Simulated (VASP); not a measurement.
# Be4Se (P-43m) in VASP: further runs

Be4Se is run at these levels: PBE; tasks: single point, relaxation of cell and atoms.

Everything below comes from runs of VASP 6.6.1. Logs are shortened: lines on timing, memory, paths and dates and some standing lists are left out, and cuts for length are marked.

## Step 1: The cell of the first run

Symmetry: P-43m, No. 215, cubic system. Conventional cell: a = 3.999 Å, b = 3.999 Å, c = 3.999 Å, α = 90.00°, β = 90.00°, γ = 90.00°. Be (site symmetry 3m) has 1 Se at 2.14 Å and 3 Be at 2.17 Å within 2.8 Å. Se (site symmetry -43m) has 4 Be at 2.14 Å within 2.8 Å.

## Step 2: Single point, PBE

Input file INCAR:

```
SYSTEM = Be4Se
PREC = Accurate ; ENCUT = 520
EDIFF = 1E-6 ; ISMEAR = 0
SIGMA = 0.1 ; LREAL = .FALSE.
LASPH = .TRUE. ; NELM = 100
ALGO = Normal ; ISIF = 2
LWAVE = .FALSE. ; LCHARG = .FALSE.
GGA = PE ; NBANDS = 15
```

Input file KPOINTS:

```
regular mesh
0
G
  4 4 4
  0 0 0
```

Input file POSCAR:

```
Be4Se
1.0
    3.9985661251      0.0000000000      0.0000000000
    0.0000000000      3.9985661251      0.0000000000
    0.0000000000      0.0000000000      3.9985661251
Be Se
4 1
Direct
    0.3084111929      0.3084111929      0.3084111929
    0.6915888071      0.6915888071      0.3084111929
    0.6915888071      0.3084111929      0.6915888071
    0.3084111929      0.6915888071      0.6915888071
    0.0000000000      0.0000000000      0.0000000000
```

Potentials or basis: VASP PAW PBE potentials, release 64 (Be, Se).

Run with:

```bash
cat potpaw_PBE.64/Be/POTCAR potpaw_PBE.64/Se/POTCAR > POTCAR
mpirun -np 1 vasp_std > vasp.out
```

OUTCAR:

```text
SYSTEM = Be4Se
   PREC = Accurate
   ENCUT = 520
   EDIFF = 1E-6
   ISMEAR = 0
   LREAL = .FALSE.
   LASPH = .TRUE.
   NELM = 100
   ISIF = 2
   GGA = PE

 ion  position               nearest neighbor table
   1  0.308  0.308  0.308-   5 2.14   3 2.17   4 2.17   2 2.17
   2  0.692  0.692  0.308-   5 2.14   3 2.17   4 2.17   1 2.17
   3  0.692  0.308  0.692-   5 2.14   2 2.17   4 2.17   1 2.17
   4  0.308  0.692  0.692-   5 2.14   2 2.17   3 2.17   1 2.17
   5  0.000  0.000  0.000-   1 2.14   2 2.14   3 2.14   4 2.14

  LATTYP: Found a simple cubic cell.
 ALAT       =     3.9985661251

  Lattice vectors:

 A1 = (   3.9985661251,   0.0000000000,   0.0000000000)
 A2 = (   0.0000000000,   3.9985661251,   0.0000000000)
 A3 = (   0.0000000000,   0.0000000000,   3.9985661251)

Analysis of symmetry for initial positions (statically):
=====================================================================
 Subroutine PRICEL returns:
 Original cell was already a primitive cell.

 Routine SETGRP: Setting up the symmetry group for a
 simple cubic supercell.

 Subroutine GETGRP returns: Found 24 space group operations
 (whereof 24 operations were pure point group operations)
 out of a pool of 48 trial point group operations.

The static configuration has the point symmetry T_d .

Analysis of symmetry for dynamics (positions and initial velocities):
=====================================================================
 Subroutine PRICEL returns:
 Original cell was already a primitive cell.

 Routine SETGRP: Setting up the symmetry group for a
 simple cubic supercell.

 Subroutine GETGRP returns: Found 24 space group operations
 (whereof 24 operations were pure point group operations)
 out of a pool of 48 trial point group operations.

The dynamic configuration has the point symmetry T_d .

 Subroutine INISYM returns: Found 24 space group operations
 (whereof 24 operations are pure point group operations),
 and found     1 'primitive' translations

----------------------------------------------------------------------------------------

                                     Primitive cell

  volume of cell :      63.9312

  direct lattice vectors                    reciprocal lattice vectors
     3.998566125  0.000000000  0.000000000     0.250089649  0.000000000  0.000000000
     0.000000000  3.998566125  0.000000000     0.000000000  0.250089649  0.000000000
     0.000000000  0.000000000  3.998566125     0.000000000  0.000000000  0.250089649

  length of vectors
     3.998566125  3.998566125  3.998566125     0.250089649  0.250089649  0.250089649

  position of ions in fractional coordinates (direct lattice)
     0.308411193  0.308411193  0.308411193
     0.691588807  0.691588807  0.308411193
     0.691588807  0.308411193  0.691588807
     0.308411193  0.691588807  0.691588807
     0.000000000  0.000000000  0.000000000

  ion indices of the primitive-cell ions
   primitive index   ion index
                 1           1
                 2           2
                 3           3
                 4           4
                 5           5

----------------------------------------------------------------------------------------

 KPOINTS: regular mesh

Automatic generation of k-mesh.
 Grid dimensions read from file:
 generate k-points for:    4    4    4

 Generating k-lattice:

  Cartesian coordinates                     Fractional coordinates (reciprocal lattice)
     0.062522412  0.000000000  0.000000000     0.250000000  0.000000000  0.000000000
     0.000000000  0.062522412  0.000000000     0.000000000  0.250000000  0.000000000
     0.000000000  0.000000000  0.062522412     0.000000000  0.000000000  0.250000000

  Length of vectors
     0.062522412  0.062522412  0.062522412

  Shift w.r.t. Gamma in fractional coordinates (k-lattice)
     0.000000000  0.000000000  0.000000000

 Subroutine IBZKPT returns following result:
 ===========================================

 Found     10 irreducible k-points:

 Following reciprocal coordinates:
            Coordinates               Weight
  0.000000  0.000000  0.000000      1.000000
  0.250000  0.000000  0.000000      6.000000
  0.500000  0.000000  0.000000      3.000000
  0.250000  0.250000  0.000000     12.000000
  0.500000  0.250000  0.000000     12.000000
  0.500000  0.500000  0.000000      3.000000
  0.250000  0.250000  0.250000      8.000000
  0.500000  0.250000  0.250000     12.000000
  0.500000  0.500000  0.250000      6.000000
  0.500000  0.500000  0.500000      1.000000
   k-points           NKPTS =     10   k-points in BZ     NKDIM =     10   number of bands    NBANDS=     15
   number of dos      NEDOS =    301   number of ions     NIONS =      5
   total plane-waves  NPLWV =  27000
   dimension x,y,z NGX =    30 NGY =   30 NGZ =   30
   dimension x,y,z NGXF=    60 NGYF=   60 NGZF=   60
   ions per type =               4   1
   NGX,Y,Z   is equivalent  to a cutoff of  12.47, 12.47, 12.47 a.u.
   NGXF,Y,Z  is equivalent  to a cutoff of  24.95, 24.95, 24.95 a.u.
 SYSTEM =  Be4Se
   PREC   = accura    normal or accurate (medium, high low for compatibility)
   ISTART =      0    job   : 0-new  1-cont  2-samecut
   ICHARG =      2    charge: 1-file 2-atom 10-const
   ISPIN  =      1    spin polarized calculation?
   LNONCOLLINEAR =      F non collinear calculations
   LSORBIT =      F    spin-orbit coupling
   LASPH  =      T    aspherical Exc in radial PAW
   ENCUT  =  520.0 eV  38.22 Ry    6.18 a.u.   7.43  7.43  7.43*2*pi/ulx,y,z
   NELM   =    100;   NELMIN=  2; NELMDL= -5     # of ELM steps
   EDIFF  = 0.1E-05   stopping-criterion for ELM
   LREAL  =      F    real-space projection
   EDIFFG = 0.1E-04   stopping-criterion for IOM
   NSW    =      0    number of steps for IOM
   IBRION =     -1    ionic relax: 0-MD 1-quasi-New 2-CG
   NFREE  =      0    steps in history (QN), initial steepest desc. (CG)
   ISIF   =      2    stress and relaxation
   ISYM   =      2    0-nonsym 1-usesym 2-fastsym
   POTIM  = 0.5000    time-step for ionic-motion
   TEBEG  =    0.0;   TEEND  =   0.0 temperature during run
   PSTRESS=    0.0 pullay stress
   NELECT =      14.0000    total number of electrons
   NUPDOWN=      -1.0000    fix difference up-down
   EMIN   =  10.00;   EMAX   =-10.00  energy-range for DOS
   EFERMI =   0.00;   METHOD = LEGACY
   ISMEAR =     0;   SIGMA  =   0.10  broadening in eV -4-tet -1-fermi 0-gaus
   EFERMI_NEDOS =   21; number of points for ismear=-14 and -15
   IALGO  =     38    algorithm
   IMIX   =      4    mixing-type and parameters
     AMIX     =   0.40;   BMIX     =  1.00
     AMIX_MAG =   1.60;   BMIX_MAG =  1.00
  volume/ion in A,a.u.               =      12.79        86.29
  Fermi-wavevector in a.u.,A,eV,Ry     =   0.986764  1.864713 13.248032  0.973703
  Thomas-Fermi vector in A             =   2.118169
   LORBIT       =      0    0 simple, 1 ext, 2 COOP (PROOUT), +10 PAW based schemes
   GGA     = PE    functional components
   LHFCALC =     F    Hartree Fock is set to
   AEXX    =    0.0000 exact exchange contribution
   IVDW    =     0    specifies the selected vdW correction
   LEPSILON=     F    determine dielectric tensor
   LRPA    =     F    only Hartree local field effects (RPA)
 non-spin polarized calculation
 Gauss-broadening in eV      SIGMA  =   0.10
  energy-cutoff  :      520.00
  volume of cell :       63.93
 maximum number of plane-waves:      1750
 NGX is ok and might be reduce to    30
   NGX = 15   NGY = 15   NGZ = 15

 number of electron      13.9999998 magnetization

 Free energy of the ion-electron system (eV)
  ---------------------------------------------------
  ext. energy  EPLUGINS =         0.00000000
  ---------------------------------------------------
  free energy    TOTEN  =       -16.65159134 eV

  energy without entropy =      -16.64143541  energy(sigma->0) =      -16.64651338

 E-fermi :   4.8399     XC(G=0):  -9.7557

 val. band max:        4.8075559776   @ k =   0.2500   0.2500   0.0000
 cond. band min:       5.1339541516   @ k =   0.5000   0.2500   0.2500
 fundamental gap:      0.3263981740
 Fermi energy:         4.8399117273

 k-point     1 :       0.0000    0.0000    0.0000
  band No.  band energies     occupation
      1     -10.0658      2.00000
      2      -1.4711      2.00000
      3       0.5755      2.00000
      4       0.5755      2.00000
      5       0.5755      2.00000
      6       3.4781      2.00000
      7       3.4781      2.00000
      8       7.5579      0.00000
      9       7.5579      0.00000
     10       7.5579      0.00000
     11       7.5805      0.00000
     12      11.4080      0.00000
     13      11.4080      0.00000
     14      11.4080      0.00000
     15      12.6017      0.00000

 k-point     2 :       0.2500    0.0000    0.0000
  band No.  band energies     occupation
      1      -9.8981      2.00000
      2      -2.2982      2.00000
      3       0.3531      2.00000
      4       0.7311      2.00000
      5       0.7311      2.00000
      6       3.5805      2.00000
      7       4.0127      2.00000
      8       7.0047      0.00000
      9       7.0047      0.00000
     10       7.2210      0.00000
     11       8.6287      0.00000
     12      10.4557      0.00000
     13      10.6366      0.00000
     14      10.6366      0.00000
     15      12.6078      0.00000
[... 113 lines left out ...]
      3      -1.5795      2.00000
      4      -0.6289      2.00000
      5       0.1140      2.00000
      6       3.1402      2.00000
      7       3.1402      2.00000
      8       3.3001      2.00000
      9       8.8352      0.00000
     10      10.7110      0.00000
     11      10.7110      0.00000
     12      11.2113      0.00000
     13      12.8467      0.00000
     14      13.3641      0.00000
     15      13.3641      0.00000

 k-point    10 :       0.5000    0.5000    0.5000
  band No.  band energies     occupation
      1      -9.1161      2.00000
      2      -1.0755      2.00000
      3      -1.0755      2.00000
      4      -1.0755      2.00000
      5       0.3179      2.00000
      6       1.8809      2.00000
      7       1.8809      2.00000
      8       1.8809      2.00000
      9      12.3321      0.00000
     10      12.3321      0.00000
     11      12.3321      0.00000
     12      13.0978      0.00000
     13      13.0978      0.00000
     14      14.1322      0.00000
     15      14.1322      0.00000

------------------------ aborting loop because EDIFF is reached ----------------------------------------

  FORCE on cell =-STRESS in cart. coord.  units (eV):
  Direction    XX          YY          ZZ          XY          YZ          ZX
  --------------------------------------------------------------------------------------
  -------------------------------------------------------------------------------------
  Total        0.0543690      0.0543690      0.0543690      0.0000000      0.0000000     -0.0000000
  in kB        1.3625384      1.3625384      1.3625384      0.0000000      0.0000000     -0.0000000
  external PRESSURE =       1.3625384 kB  Pullay stress =       0.0000000 kB

 VOLUME and BASIS-vectors are now :
 -----------------------------------------------------------------------------
  energy-cutoff  :      520.00
  volume of cell :       63.93
      direct lattice vectors                 reciprocal lattice vectors
     3.998566125  0.000000000  0.000000000     0.250089649  0.000000000  0.000000000
     0.000000000  3.998566125  0.000000000     0.000000000  0.250089649  0.000000000
     0.000000000  0.000000000  3.998566125     0.000000000  0.000000000  0.250089649

 POSITION                                       TOTAL-FORCE (eV/Angst)
 -----------------------------------------------------------------------------------
      1.23320      1.23320      1.23320         0.002624      0.002624      0.002624
      2.76536      2.76536      1.23320        -0.002624     -0.002624      0.002624
      2.76536      1.23320      2.76536        -0.002624      0.002624     -0.002624
      1.23320      2.76536      2.76536         0.002624     -0.002624     -0.002624
      0.00000      0.00000      0.00000         0.000000      0.000000      0.000000
 -----------------------------------------------------------------------------------
    total drift:                                0.000000      0.000000      0.000000

  FREE ENERGIE OF THE ION-ELECTRON SYSTEM (eV)
  ---------------------------------------------------
  free  energy   TOTEN  =       -16.6515913434 eV

  energy  without entropy=      -16.6414354114  energy(sigma->0) =      -16.64651338
```

Run time: 8.5 s. Hardware: 1 thread of Intel Xeon 6455B, shared host; peak memory 0.16 GiB.

Results:

```yaml
Free_energy: -16.6516 eV
Pressure: 0.1 GPa
Largest_force: 0.005 eV/Å
Band_gap_on_the_k_mesh: zero (band 7 reaches 5.15 eV, above the bottom of band 8 at 1.88 eV)
```

Forces on the atoms (eV/Å):
```
Be   0.003  0.003  0.003
Be  -0.003 -0.003  0.003
Be  -0.003  0.003 -0.003
Be   0.003 -0.003 -0.003
Se   0.000  0.000  0.000
```

Caveat: the k points lie up to 0.39 Å⁻¹ apart.

## Step 3: Single point, PBE

This run uses another cell than the first one, of 41.05 Å³/atom, 3.211 times its volume.

Input file INCAR:

```
PREC = Accurate
ENCUT = 520
EDIFF = 1E-7
ISMEAR = 0
SIGMA = 0.1
LREAL = False
LASPH = True
NELM = 100
ALGO = Normal
ISIF = 2
LWAVE = False
LCHARG = False
GGA = PE
NBANDS = 15
```

Input file KPOINTS:

```
regular mesh
0
Gamma
  4 4 4
```

Input file POSCAR:

```
Be4Se
1.0
    5.8989939000      0.0000000000      0.0000000000
    0.0000000000      5.8989939000      0.0000000000
    0.0000000000      0.0000000000      5.8989939000
Be Se
4 1
Direct
    0.2500000000      0.2500000000      0.2500000000
    0.7500000000      0.7500000000      0.2500000000
    0.7500000000      0.2500000000      0.7500000000
    0.2500000000      0.7500000000      0.7500000000
    0.0000000000      0.0000000000      0.0000000000
```

Potentials or basis: VASP PAW PBE potentials, release 64 (Be, Se).

Run with:

```bash
cat potpaw_PBE.64/Be/POTCAR potpaw_PBE.64/Se/POTCAR > POTCAR
mpirun -np 1 vasp_std > vasp.out
```

It took 32 s on 1 thread of Intel Xeon 6455B, shared host; peak memory 0.32 GiB.

Results (log left out):

| Quantity | Value |
| --- | --- |
| Free energy | -7.0017 eV |
| Pressure | -5.6 GPa |
| Band gap on the k mesh | zero (band 7 reaches -0.58 eV, above the bottom of band 8 at -1.77 eV) |

Levels at points of the mesh, in eV from the Fermi level:
| k point | band 5 | band 6 | band 7 | band 8 | band 9 | band 10 |
| --- | --- | --- | --- | --- | --- | --- |
| (0.00, 0.00, 0.00) | -2.79 | 0.37 | 0.37 | 0.55 | 0.55 | 0.55 |
| (0.50, 0.00, 0.00) | -1.71 | -1.17 | 0.36 | 0.36 | 1.11 | 1.42 |
| (0.50, 0.50, 0.00) | -1.44 | -0.61 | -0.15 | -0.15 | 1.38 | 1.38 |
| (0.50, 0.50, 0.50) | -0.79 | -0.74 | -0.74 | -0.74 | 1.53 | 1.53 |

## Step 4: Single point, PBE

Input file INCAR:

```
SYSTEM = Be4Se
ALGO     = Normal         ! electronic algorithm
EDIFF    = 1E-7           ! SCF threshold, eV
ENCUT    = 520            ! plane-wave cutoff, eV
GGA      = PE             ! functional
ISIF     = 2              ! what is computed and relaxed
ISMEAR   = 0              ! smearing method
LASPH    = .TRUE.         ! aspherical terms in the spheres
LCHARG   = .FALSE.        ! write CHGCAR
LREAL    = .FALSE.        ! projectors in reciprocal space
LWAVE    = .FALSE.        ! write WAVECAR
NBANDS   = 15             ! bands
NELM     = 60             ! most SCF steps
PREC     = Accurate       ! precision mode
SIGMA    = 0.1            ! smearing width, eV
```

Input file KPOINTS:

```
k-points
0
G
  10 10 10
  0 0 0
```

Input file POSCAR:

```
Be4Se
1.0
    3.9999277379      0.0000000000      0.0000000000
    0.0000000000      3.9999277379      0.0000000000
    0.0000000000      0.0000000000      3.9999277379
Be Se
4 1
Direct
    0.3086431998      0.3086431998      0.3086431998
    0.6913568002      0.6913568002      0.3086431998
    0.6913568002      0.3086431998      0.6913568002
    0.3086431998      0.6913568002      0.6913568002
    0.0000000000      0.0000000000      0.0000000000
```

Run with:

```bash
cat potpaw_PBE.64/Be/POTCAR potpaw_PBE.64/Se/POTCAR > POTCAR
mpirun -np 1 vasp_std > vasp.out
```

Wall time 39 s (1 thread of Intel Xeon 6455B, shared host); peak memory 0.2 GiB.

The run converged. Its results:

* Free energy: -16.5908 eV
* Pressure: 0.2 GPa
* Largest force: 0.021 eV/Å
* Band gap on the k mesh: zero (band 7 reaches 5.15 eV, above the bottom of band 8 at 1.87 eV)

Forces in eV/Å, atoms in the order of the input:
```
Be   0.012  0.012  0.012
Be  -0.012 -0.012  0.012
Be  -0.012  0.012 -0.012
Be   0.012 -0.012 -0.012
Se   0.000  0.000  0.000
```

Levels at points of the mesh, in eV from the Fermi level:
```tsv
k point	band 3	band 4	band 5	band 6	band 7	band 8	band 9	band 10	band 11	band 12
(0.00, 0.00, 0.00)	-3.98	-3.98	-3.98	-1.06	-1.06	3.00	3.00	3.00	3.01	6.87
(0.50, 0.00, 0.00)	-3.64	-3.64	-3.48	-2.43	0.61	1.88	1.88	1.89	5.17	6.04
(0.50, 0.50, 0.00)	-6.47	-5.41	-3.29	0.14	0.14	0.96	1.08	4.30	4.30	4.55
(0.50, 0.50, 0.50)	-5.62	-5.62	-4.24	-2.67	-2.67	-2.67	7.77	7.77	7.77	8.54
```

[end of part 1 of 2]
